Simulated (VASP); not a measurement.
# ZnAu (Amm2) in VASP: single point with PBEsol

Aim: the single point of ZnAu with PBEsol.

Program: VASP 6.6.1. These are calculated values, not measurements. Logs are shortened: lines on timing, memory, paths and dates and some standing lists are left out, and cuts for length are marked.

### 1 The cell of the first run

The structure is orthorhombic, space group Amm2 (No. 38). Conventional cell: a = 3.147 Å, b = 4.451 Å, c = 4.451 Å, α = 90.00°, β = 90.00°, γ = 90.00°. Within 3.5 Å of Zn (site symmetry mm2) lie 8 Au at 2.66 to 2.79 Å and 6 Zn at 3.15 Å. Au (site symmetry mm2) has 8 Zn at 2.66 to 2.79 Å and 6 Au at 3.15 Å within 3.5 Å.

### 2 Single point, PBEsol (all Au atoms moved +0.075 Å, as atom 2 along Cartesian [1 -1 0])

INCAR reads:

```
PREC     = Accurate       # precision mode
ENCUT    = 520            # plane-wave cutoff, eV
EDIFF    = 1E-6           # SCF threshold, eV
ISMEAR   = 0              # smearing method
SIGMA    = 0.15           # smearing width, eV
LREAL    = False          # projectors in reciprocal space
LASPH    = True           # aspherical terms in the spheres
NELM     = 100            # most SCF steps
ALGO     = Fast           # electronic algorithm
ISIF     = 2              # what is computed and relaxed
LWAVE    = False          # write WAVECAR
LCHARG   = True           # write CHGCAR
GGA      = PS             # functional
LELF     = True           # ELF
LVHAR    = True         
NBANDS   = 18             # bands
```

KPOINTS reads:

```
Automatic mesh
0
Gamma
  16 16 16
```

POSCAR reads:

```
ZnAu
1.0
    3.1470000000      0.0000000000      0.0000000000
    0.0000000000      3.1470000000      0.0000000000
    0.0000000000      0.0000000000      3.1470000000
Zn Au
1 1
Direct
    0.5000000000      0.5000000000      0.5000000000
    0.0168519252     -0.0168519252      0.0000000000
```

Potentials or basis: VASP PAW PBE potentials, release 64 (Zn, Au).

Started as:

```
$ cat potpaw_PBE.64/Zn/POTCAR potpaw_PBE.64/Au/POTCAR > POTCAR
$ mpirun -np 1 vasp_std > vasp.out
```

OUTCAR:

```text
PREC = Accurate
   ENCUT = 520
   EDIFF = 1E-6
   ISMEAR = 0
   LREAL = False
   LASPH = True
   NELM = 100
   ISIF = 2
   GGA = PS

 ion  position               nearest neighbor table
   1  0.500  0.500  0.500-   2 2.66   2 2.66   2 2.73   2 2.73   2 2.73   2 2.73   2 2.79   2 2.79

   2  0.017  0.983  0.000-   1 2.66   1 2.66   1 2.73   1 2.73   1 2.73   1 2.73   1 2.79   1 2.79

  LATTYP: Found a simple cubic cell.
 ALAT       =     3.1470000000

  Lattice vectors:

 A1 = (   3.1470000000,   0.0000000000,   0.0000000000)
 A2 = (   0.0000000000,   3.1470000000,   0.0000000000)
 A3 = (   0.0000000000,   0.0000000000,   3.1470000000)

Analysis of symmetry for initial positions (statically):
=====================================================================
 Subroutine PRICEL returns:
 Original cell was already a primitive cell.

 Routine SETGRP: Setting up the symmetry group for a
 simple cubic supercell.

 Subroutine GETGRP returns: Found  4 space group operations
 (whereof  4 operations were pure point group operations)
 out of a pool of 48 trial point group operations.

The static configuration has the point symmetry C_2v.

Analysis of symmetry for dynamics (positions and initial velocities):
=====================================================================
 Subroutine PRICEL returns:
 Original cell was already a primitive cell.

 Routine SETGRP: Setting up the symmetry group for a
 simple cubic supercell.

 Subroutine GETGRP returns: Found  4 space group operations
 (whereof  4 operations were pure point group operations)
 out of a pool of 48 trial point group operations.

The dynamic configuration has the point symmetry C_2v.

 Subroutine INISYM returns: Found  4 space group operations
 (whereof  4 operations are pure point group operations),
 and found     1 'primitive' translations

----------------------------------------------------------------------------------------

                                     Primitive cell

  volume of cell :      31.1667

  direct lattice vectors                    reciprocal lattice vectors
     3.147000000  0.000000000  0.000000000     0.317762949  0.000000000  0.000000000
     0.000000000  3.147000000  0.000000000     0.000000000  0.317762949  0.000000000
     0.000000000  0.000000000  3.147000000     0.000000000  0.000000000  0.317762949

  length of vectors
     3.147000000  3.147000000  3.147000000     0.317762949  0.317762949  0.317762949

  position of ions in fractional coordinates (direct lattice)
     0.500000000  0.500000000  0.500000000
     0.016851925  0.983148075  0.000000000

  ion indices of the primitive-cell ions
   primitive index   ion index
                 1           1
                 2           2

----------------------------------------------------------------------------------------

 KPOINTS: Automatic mesh

Automatic generation of k-mesh.
 Grid dimensions read from file:
 generate k-points for:   16   16   16

 Generating k-lattice:

  Cartesian coordinates                     Fractional coordinates (reciprocal lattice)
     0.019860184  0.000000000  0.000000000     0.062500000  0.000000000  0.000000000
     0.000000000  0.019860184  0.000000000     0.000000000  0.062500000  0.000000000
     0.000000000  0.000000000  0.019860184     0.000000000  0.000000000  0.062500000

  Length of vectors
     0.019860184  0.019860184  0.019860184

  Shift w.r.t. Gamma in fractional coordinates (k-lattice)
     0.000000000  0.000000000  0.000000000

 Subroutine IBZKPT returns following result:
 ===========================================

 Found    657 irreducible k-points:

 Following reciprocal coordinates:
            Coordinates               Weight
  0.000000  0.000000  0.000000      1.000000
  0.062500  0.000000  0.000000      4.000000
  0.000000  0.000000  0.062500      2.000000
  0.125000  0.000000  0.000000      4.000000
  0.000000  0.000000  0.125000      2.000000
  0.187500  0.000000  0.000000      4.000000
[... 16 lines left out ...]
  0.062500  0.000000  0.125000      8.000000
 -0.062500  0.125000  0.000000      4.000000
 [... further k-points ...]
   k-points           NKPTS =    657   k-points in BZ     NKDIM =    657   number of bands    NBANDS=     18
   number of dos      NEDOS =    301   number of ions     NIONS =      2
   total plane-waves  NPLWV =  13824
   dimension x,y,z NGX =    24 NGY =   24 NGZ =   24
   dimension x,y,z NGXF=    48 NGYF=   48 NGZF=   48
   ions per type =               1   1
   NGX,Y,Z   is equivalent  to a cutoff of  12.68, 12.68, 12.68 a.u.
   NGXF,Y,Z  is equivalent  to a cutoff of  25.36, 25.36, 25.36 a.u.
 SYSTEM =  unknown system
   PREC   = accura    normal or accurate (medium, high low for compatibility)
   ISTART =      0    job   : 0-new  1-cont  2-samecut
   ICHARG =      2    charge: 1-file 2-atom 10-const
   ISPIN  =      1    spin polarized calculation?
   LNONCOLLINEAR =      F non collinear calculations
   LSORBIT =      F    spin-orbit coupling
   LASPH  =      T    aspherical Exc in radial PAW
   ENCUT  =  520.0 eV  38.22 Ry    6.18 a.u.   5.85  5.85  5.85*2*pi/ulx,y,z
   NELM   =    100;   NELMIN=  2; NELMDL= -5     # of ELM steps
   EDIFF  = 0.1E-05   stopping-criterion for ELM
   LREAL  =      F    real-space projection
   EDIFFG = 0.1E-04   stopping-criterion for IOM
   NSW    =      0    number of steps for IOM
   IBRION =     -1    ionic relax: 0-MD 1-quasi-New 2-CG
   NFREE  =      0    steps in history (QN), initial steepest desc. (CG)
   ISIF   =      2    stress and relaxation
   ISYM   =      2    0-nonsym 1-usesym 2-fastsym
   POTIM  = 0.5000    time-step for ionic-motion
   TEBEG  =    0.0;   TEEND  =   0.0 temperature during run
   PSTRESS=    0.0 pullay stress
   NELECT =      23.0000    total number of electrons
   NUPDOWN=      -1.0000    fix difference up-down
   EMIN   =  10.00;   EMAX   =-10.00  energy-range for DOS
   EFERMI =   0.00;   METHOD = LEGACY
   ISMEAR =     0;   SIGMA  =   0.15  broadening in eV -4-tet -1-fermi 0-gaus
   EFERMI_NEDOS =   21; number of points for ismear=-14 and -15
   IALGO  =     68    algorithm
   IMIX   =      4    mixing-type and parameters
     AMIX     =   0.40;   BMIX     =  1.00
     AMIX_MAG =   1.60;   BMIX_MAG =  1.00
  volume/ion in A,a.u.               =      15.58       105.16
  Fermi-wavevector in a.u.,A,eV,Ry     =   1.479406  2.795672 29.778283  2.188642
  Thomas-Fermi vector in A             =   2.593568
   LORBIT       =      0    0 simple, 1 ext, 2 COOP (PROOUT), +10 PAW based schemes
   GGA     = PS    functional components
   LHFCALC =     F    Hartree Fock is set to
   AEXX    =    0.0000 exact exchange contribution
   IVDW    =     0    specifies the selected vdW correction
   LEPSILON=     F    determine dielectric tensor
   LRPA    =     F    only Hartree local field effects (RPA)
 non-spin polarized calculation
 RMM-DIIS sequential band-by-band and
 Gauss-broadening in eV      SIGMA  =   0.15
  energy-cutoff  :      520.00
  volume of cell :       31.17
 maximum number of plane-waves:       862
   NGX = 11   NGY = 11   NGZ = 11

 number of electron      22.9999998 magnetization

 Free energy of the ion-electron system (eV)
  ---------------------------------------------------
  ext. energy  EPLUGINS =         0.00000000
  ---------------------------------------------------
  free energy    TOTEN  =        -5.94411309 eV

  energy without entropy =       -5.93901887  energy(sigma->0) =       -5.94156598

 E-fermi :   6.8910     XC(G=0): -12.5338

 val. band max:        6.8800592192   @ k =  -0.3125   0.4375   0.2500
 cond. band min:       6.9405617772   @ k =   0.1250   0.1250   0.3125
 fundamental gap:      0.0605025580
 Fermi energy:         6.8909691030

 k-point     1 :       0.0000    0.0000    0.0000
  band No.  band energies     occupation
      1      -3.7524      2.00000
      2      -1.1926      2.00000
      3      -1.1874      2.00000
      4      -0.4944      2.00000
      5      -0.4853      2.00000
      6      -0.4834      2.00000
[... 10 lines left out ...]
     17      19.0294      0.00000
     18      25.2213      0.00000

 k-point     2 :       0.0625    0.0000    0.0000
  band No.  band energies     occupation
      1      -3.6828      2.00000
      2      -1.1765      2.00000
      3      -1.1671      2.00000
      4      -0.4929      2.00000
      5      -0.4862      2.00000
      6      -0.4800      2.00000
[... 10 lines left out ...]
     17      19.3340      0.00000
     18      25.2171      0.00000

 k-point     3 :       0.0000    0.0000    0.0625
  band No.  band energies     occupation
      1      -3.6827      2.00000
      2      -1.1722      2.00000
      3      -1.1714      2.00000
      4      -0.4953      2.00000
      5      -0.4842      2.00000
      6      -0.4796      2.00000
[... 10 lines left out ...]
     17      19.3468      0.00000
     18      25.1523      0.00000

 k-point     4 :       0.1250    0.0000    0.0000
  band No.  band energies     occupation
      1      -3.4765      2.00000
      2      -1.1316      2.00000
      3      -1.1077      2.00000
      4      -0.4932      2.00000
      5      -0.4883      2.00000
      6      -0.4654      2.00000
[... 10 lines left out ...]
     17      20.3388      0.00000
     18      25.0336      0.00000

 k-point     5 :       0.0000    0.0000    0.1250
  band No.  band energies     occupation
      1      -3.4761      2.00000
      2      -1.1282      2.00000
      3      -1.1114      2.00000
      4      -0.4974      2.00000
      5      -0.4863      2.00000
      6      -0.4634      2.00000
[... 10 lines left out ...]
     17      20.3545      0.00000
     18      25.0906      0.00000

 k-point     6 :       0.1875    0.0000    0.0000
  band No.  band energies     occupation
      1      -3.1406      2.00000
      2      -1.0621      2.00000
      3      -1.0195      2.00000
      4      -0.4953      2.00000
      5      -0.4910      2.00000
      6      -0.4410      2.00000
[... 10 lines left out ...]
     17      21.8991      0.00000
     18      24.4704      0.00000

 k-point     7 :       0.0000    0.0000    0.1875
  band No.  band energies     occupation
      1      -3.1398      2.00000
      2      -1.0595      2.00000
      3      -1.0226      2.00000
      4      -0.4999      2.00000
      5      -0.4890      2.00000
      6      -0.4389      2.00000
[... 10 lines left out ...]
     17      21.9167      0.00000
     18      24.4681      0.00000

 k-point     8 :       0.2500    0.0000    0.0000
  band No.  band energies     occupation
      1      -2.6891      2.00000
      2      -0.9754      2.00000
      3      -0.9171      2.00000
      4      -0.4970      2.00000
      5      -0.4931      2.00000
      6      -0.4112      2.00000
[... 10 lines left out ...]
     17      23.0911      0.00000
     18      23.3336      0.00000
[... 229 lines left out ...]
     17      19.4265      0.00000
     18      24.9884      0.00000

 k-point    20 :      -0.0625    0.0625    0.0000
  band No.  band energies     occupation
      1      -3.6136      2.00000
      2      -1.1599      2.00000
      3      -1.1479      2.00000
      4      -0.4951      2.00000
      5      -0.4868      2.00000
      6      -0.4740      2.00000
[... 10 lines left out ...]
     17      19.4167      0.00000
     18      24.9718      0.00000

 k-point    21 :       0.1250    0.0625    0.0000
  band No.  band energies     occupation
      1      -3.4089      2.00000
      2      -1.1153      2.00000
      3      -1.0904      2.00000
      4      -0.5158      2.00000
      5      -0.4897      2.00000
      6      -0.4425      2.00000
[... 10 lines left out ...]
     17      20.3221      0.00000
     18      24.3686      0.00000

 k-point    22 :       0.0000    0.1250    0.0625
  band No.  band energies     occupation
      1      -3.4087      2.00000
      2      -1.1140      2.00000
      3      -1.0915      2.00000
      4      -0.5086      2.00000
      5      -0.4928      2.00000
      6      -0.4462      2.00000
[... 10 lines left out ...]
     17      20.3213      0.00000
     18      24.3666      0.00000

 k-point    23 :       0.0625    0.0000    0.1250
  band No.  band energies     occupation
      1      -3.4084      2.00000
      2      -1.1116      2.00000
      3      -1.0941      2.00000
      4      -0.5102      2.00000
      5      -0.4920      2.00000
      6      -0.4456      2.00000
[... 10 lines left out ...]
     17      20.3367      0.00000
     18      24.3675      0.00000

 k-point    24 :      -0.0625    0.1250    0.0000
  band No.  band energies     occupation
      1      -3.4087      2.00000
      2      -1.1156      2.00000
      3      -1.0898      2.00000
      4      -0.5054      2.00000
      5      -0.4889      2.00000
      6      -0.4527      2.00000
[... 10 lines left out ...]
     17      20.3197      0.00000
     18      24.4362      0.00000

 [... further k-points ...]

------------------------ aborting loop because EDIFF is reached ----------------------------------------

  FORCE on cell =-STRESS in cart. coord.  units (eV):
  Direction    XX          YY          ZZ          XY          YZ          ZX
  --------------------------------------------------------------------------------------
  -------------------------------------------------------------------------------------
  Total       -0.3933850     -0.3933850     -0.3696698     -0.0537016      0.0000000      0.0000000
  in kB      -20.2226547    -20.2226547    -19.0035304     -2.7606256      0.0000000      0.0000000
  external PRESSURE =     -19.8162800 kB  Pullay stress =       0.0000000 kB

 VOLUME and BASIS-vectors are now :
 -----------------------------------------------------------------------------
  energy-cutoff  :      520.00
  volume of cell :       31.17
      direct lattice vectors                 reciprocal lattice vectors
     3.147000000  0.000000000  0.000000000     0.317762949  0.000000000  0.000000000
     0.000000000  3.147000000  0.000000000     0.000000000  0.317762949  0.000000000
     0.000000000  0.000000000  3.147000000     0.000000000  0.000000000  0.317762949

 POSITION                                       TOTAL-FORCE (eV/Angst)
 -----------------------------------------------------------------------------------
      1.57350      1.57350      1.57350         0.183047     -0.183047      0.000000
      0.05303      3.09397      0.00000        -0.183047      0.183047      0.000000
 -----------------------------------------------------------------------------------
    total drift:                               -0.000282      0.000282     -0.000000

  FREE ENERGIE OF THE ION-ELECTRON SYSTEM (eV)
  ---------------------------------------------------
  free  energy   TOTEN  =        -5.9441130875 eV

  energy  without entropy=       -5.9390188683  energy(sigma->0) =       -5.94156598
```

It took 2.7 min on 1 thread of Intel Xeon 6975P-C, shared host; peak memory 0.47 GiB.

What came out:

| Item | Value |
| --- | --- |
| Free energy | -5.9441 eV |
| Pressure | -2.0 GPa |
| Largest force | 0.259 eV/Å |

Forces in eV/Å, atoms in the order of the input:
```
Zn   0.183 -0.183  0.000
Au  -0.183  0.183  0.000
```

Stress tensor (GPa, compression positive):
```
-2.02 -0.28  0.00
-0.28 -2.02  0.00
 0.00  0.00 -1.90
```

Levels at points of the mesh, in eV from the Fermi level:
```
           k point  band 10  band 11  band 12  band 13  band 14  band 15
(0.00, 0.00, 0.00)    -3.71    -3.71     4.98     4.99     4.99     8.83
(0.50, 0.00, 0.00)    -4.88    -3.86    -2.35    10.35    10.94    10.97
(0.00, 0.00, 0.50)    -4.88    -3.86    -2.36    10.30    10.94    11.08
(0.50, 0.50, 0.00)    -3.12    -2.00    -2.00     0.83     2.52    10.40
(0.00, 0.50, 0.50)    -3.13    -2.00    -1.99     0.83     2.52    10.41
(0.50, 0.50, 0.50)    -3.07     1.40     3.56     3.70     3.71     3.74
```

Caveat: the cell differs from its parent crystal (all Au atoms moved +0.075 Å, as atom 2 along Cartesian [1 -1 0]); the PAW data sets were made with another functional, which shifts forces and pressure a little; spin-orbit coupling is left out, which moves the levels of the heavy elements.
